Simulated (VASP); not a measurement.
# SiC (P6_3mc) in VASP: single point with PBEsol

Aim: the single point of SiC with PBEsol.

All numbers are computed with VASP 6.6.1; they aren't measurements. Logs are shortened: lines on timing, memory, paths and dates and some standing lists are left out, and cuts for length are marked.

**1. The cell of the first run**

Symmetry: P6_3mc, No. 186, hexagonal system. The conventional cell has a = 3.078 Å, b = 3.078 Å, c = 10.076 Å, α = 90.00°, β = 90.00°, γ = 120.00°. Within 2.5 Å of Si (site symmetry 3m) lie 4 C at 1.89 Å. Si (site symmetry 3m) has 4 C at 1.88 to 1.89 Å within 2.5 Å. Within 2.5 Å of C (site symmetry 3m) lie 4 Si at 1.88 to 1.89 Å. Within 2.5 Å of C (site symmetry 3m) lie 4 Si at 1.89 Å.

**2. Single point, PBEsol**

Contents of INCAR:

```
SYSTEM = SiC
ALGO = Normal
EDIFF = 1E-6
ENCUT = 520
GGA = PS
ISIF = 2
ISMEAR = 0
LASPH = .TRUE.
LCHARG = .FALSE.
LREAL = .FALSE.
LWAVE = .FALSE.
NBANDS = 26
NELM = 60
PREC = Accurate
SIGMA = 0.02
```

Contents of KPOINTS:

```
k-points
0
G
  12 12 4
  0 0 0
```

Contents of POSCAR:

```
SiC
1.0
    3.0780369129     -0.0000000029      0.0000000000
   -1.5390184539      2.6656581618      0.0000000000
    0.0000000000      0.0000000000     10.0756977120
Si C
4 4
Direct
    0.6666666667      0.3333333333      0.9378298151
    0.3333333333      0.6666666667      0.4378298151
    0.0000000000      0.0000000000      0.6878977743
    0.0000000000      0.0000000000      0.1878977743
    0.6666666667      0.3333333333      0.7498180129
    0.3333333333      0.6666666667      0.2498180129
    0.0000000000      0.0000000000      0.5004533977
    0.0000000000      0.0000000000      0.0004533977
```

Potentials or basis: VASP PAW PBE potentials, release 64 (Si, C).

Started as:

```sh
$ cat potpaw_PBE.64/Si/POTCAR potpaw_PBE.64/C/POTCAR > POTCAR
$ mpirun -np 1 vasp_std > vasp.out
```

OUTCAR:

```text
SYSTEM = SiC
   EDIFF = 1E-6
   ENCUT = 520
   GGA = PS
   ISIF = 2
   ISMEAR = 0
   LASPH = .TRUE.
   LREAL = .FALSE.
   NELM = 60
   PREC = Accurate

 ion  position               nearest neighbor table
   1  0.667  0.333  0.938-   8 1.89   8 1.89   8 1.89   5 1.89   3 3.08   3 3.08   3 3.08   4 3.08
                             4 3.08   4 3.08
   2  0.333  0.667  0.438-   7 1.89   7 1.89   7 1.89   6 1.89   4 3.08   4 3.08   4 3.08   3 3.08
                             3 3.08   3 3.08
   3  0.000  0.000  0.688-   5 1.88   5 1.88   5 1.88   7 1.89   1 3.08   1 3.08   1 3.08   2 3.08
                             2 3.08   2 3.08
   4  0.000  0.000  0.188-   6 1.88   6 1.88   6 1.88   8 1.89   2 3.08   2 3.08   2 3.08   1 3.08
                             1 3.08   1 3.08
   5  0.667  0.333  0.750-   3 1.88   3 1.88   3 1.88   1 1.89
   6  0.333  0.667  0.250-   4 1.88   4 1.88   4 1.88   2 1.89
   7  0.000  0.000  0.500-   2 1.89   2 1.89   2 1.89   3 1.89
   8  0.000  0.000  0.000-   1 1.89   1 1.89   1 1.89   4 1.89

  LATTYP: Found a hexagonal cell.
 ALAT       =     3.0780369129
 C/A-ratio  =     3.2734167903

  Lattice vectors:

 A1 = (   3.0780369129,  -0.0000000029,   0.0000000000)
 A2 = (  -1.5390184539,   2.6656581618,   0.0000000000)
 A3 = (   0.0000000000,   0.0000000000,  10.0756977120)

Analysis of symmetry for initial positions (statically):
=====================================================================
 Subroutine PRICEL returns:
 Original cell was already a primitive cell.

 Routine SETGRP: Setting up the symmetry group for a
 hexagonal supercell.

 Subroutine GETGRP returns: Found 12 space group operations
 (whereof  6 operations were pure point group operations)
 out of a pool of 24 trial point group operations.

The static configuration has the point symmetry C_3v.
 The point group associated with its full space group is C_6v.

Analysis of symmetry for dynamics (positions and initial velocities):
=====================================================================
 Subroutine PRICEL returns:
 Original cell was already a primitive cell.

 Routine SETGRP: Setting up the symmetry group for a
 hexagonal supercell.

 Subroutine GETGRP returns: Found 12 space group operations
 (whereof  6 operations were pure point group operations)
 out of a pool of 24 trial point group operations.

[... 109 lines left out ...]
   LSORBIT =      F    spin-orbit coupling
   LASPH  =      T    aspherical Exc in radial PAW
   ENCUT  =  520.0 eV  38.22 Ry    6.18 a.u.   5.72  5.72 18.73*2*pi/ulx,y,z
   NELM   =     60;   NELMIN=  2; NELMDL= -5     # of ELM steps
   EDIFF  = 0.1E-05   stopping-criterion for ELM
   LREAL  =      F    real-space projection
[... 7 lines left out ...]
   TEBEG  =    0.0;   TEEND  =   0.0 temperature during run
   PSTRESS=    0.0 pullay stress
   NELECT =      32.0000    total number of electrons
   NUPDOWN=      -1.0000    fix difference up-down
   EMIN   =  10.00;   EMAX   =-10.00  energy-range for DOS
   EFERMI =   0.00;   METHOD = LEGACY
   ISMEAR =     0;   SIGMA  =   0.02  broadening in eV -4-tet -1-fermi 0-gaus
   EFERMI_NEDOS =   21; number of points for ismear=-14 and -15
   IALGO  =     38    algorithm
   IMIX   =      4    mixing-type and parameters
     AMIX     =   0.40;   BMIX     =  1.00
     AMIX_MAG =   1.60;   BMIX_MAG =  1.00
  volume/ion in A,a.u.               =      10.33        69.74
  Fermi-wavevector in a.u.,A,eV,Ry     =   1.193091  2.254616 19.367443  1.423467
  Thomas-Fermi vector in A             =   2.329114
   LORBIT       =      0    0 simple, 1 ext, 2 COOP (PROOUT), +10 PAW based schemes
   GGA     = PS    functional components
   LHFCALC =     F    Hartree Fock is set to
   AEXX    =    0.0000 exact exchange contribution
   IVDW    =     0    specifies the selected vdW correction
   LEPSILON=     F    determine dielectric tensor
   LRPA    =     F    only Hartree local field effects (RPA)
 non-spin polarized calculation
 Gauss-broadening in eV      SIGMA  =   0.02
  energy-cutoff  :      520.00
  volume of cell :       82.67
 maximum number of plane-waves:      2256
 NGX is ok and might be reduce to    24
   NGX = 11   NGY = 11   NGZ = 37

 number of electron      32.0000001 magnetization

 Free energy of the ion-electron system (eV)
  ---------------------------------------------------
  ext. energy  EPLUGINS =         0.00000000
  ---------------------------------------------------
  free energy    TOTEN  =       -63.67160273 eV

  energy without entropy =      -63.67160273  energy(sigma->0) =      -63.67160273

 E-fermi :   8.2583     XC(G=0): -11.5071

 val. band max:        8.1368802498   @ k =   0.0000   0.0000   0.0000
 cond. band min:      10.2458512454   @ k =   0.5000  -0.0000   0.0000
 fundamental gap:      2.1089709955
 Fermi energy:         8.2583438366

 k-point     1 :       0.0000    0.0000    0.0000
  band No.  band energies     occupation
      1      -7.3737      2.00000
      2      -6.1894      2.00000
      3      -6.1534      2.00000
      4      -3.7648      2.00000
      5      -0.5440      2.00000
      6       3.7314      2.00000
[... 685 lines left out ...]
     25      16.6773      0.00000
     26      17.3450      0.00000

 [... further k-points ...]

------------------------ aborting loop because EDIFF is reached ----------------------------------------

  FORCE on cell =-STRESS in cart. coord.  units (eV):
  Direction    XX          YY          ZZ          XY          YZ          ZX
  --------------------------------------------------------------------------------------
  -------------------------------------------------------------------------------------
  Total        0.1782035      0.1782035      0.1989293      0.0000000      0.0000000     -0.0000000
  in kB        3.4536105      3.4536105      3.8552802      0.0000000      0.0000000     -0.0000000
  external PRESSURE =       3.5875004 kB  Pullay stress =       0.0000000 kB

 VOLUME and BASIS-vectors are now :
 -----------------------------------------------------------------------------
  energy-cutoff  :      520.00
  volume of cell :       82.67
      direct lattice vectors                 reciprocal lattice vectors
     3.078036913 -0.000000003  0.000000000     0.324882394  0.187570937  0.000000000
    -1.539018454  2.665658162  0.000000000     0.000000000  0.375141875  0.000000000
     0.000000000  0.000000000 10.075697712     0.000000000  0.000000000  0.099248710

 POSITION                                       TOTAL-FORCE (eV/Angst)
 -----------------------------------------------------------------------------------
      1.53902      0.88855      9.44929        -0.000000      0.000000      0.002955
      0.00000      1.77711      4.41144         0.000000     -0.000000      0.002955
      0.00000      0.00000      6.93105         0.000000      0.000000      0.003425
      0.00000      0.00000      1.89320         0.000000     -0.000000      0.003425
      1.53902      0.88855      7.55494        -0.000000      0.000000     -0.004050
      0.00000      1.77711      2.51709         0.000000     -0.000000     -0.004050
      0.00000      0.00000      5.04242         0.000000     -0.000000     -0.002330
      0.00000      0.00000      0.00457        -0.000000     -0.000000     -0.002330
 -----------------------------------------------------------------------------------
    total drift:                               -0.000000     -0.000000      0.000078

  FREE ENERGIE OF THE ION-ELECTRON SYSTEM (eV)
  ---------------------------------------------------
  free  energy   TOTEN  =       -63.6716027331 eV

  energy  without entropy=      -63.6716027331  energy(sigma->0) =      -63.67160273
```

Wall time 36 s (1 thread of Intel Xeon 6975P-C (Granite Rapids), shared host); peak memory 0.24 GiB.

What came out:

```yaml
Free_energy: -63.6716 eV
Pressure: 0.4 GPa
Largest_force: 0.004 eV/Å
Band_gap_on_the_k_mesh: 2.11 eV, indirect (least direct gap 3.23 eV)
```

Forces in eV/Å, atoms in the order of the input:
```
Si   0.000  0.000  0.003
Si   0.000  0.000  0.003
Si   0.000  0.000  0.003
Si   0.000  0.000  0.003
C    0.000  0.000 -0.004
C    0.000  0.000 -0.004
C    0.000  0.000 -0.002
C    0.000  0.000 -0.002
```

Caveat: the PAW data sets were made with another functional, which shifts forces and pressure a little. A k mesh can miss the band edges.
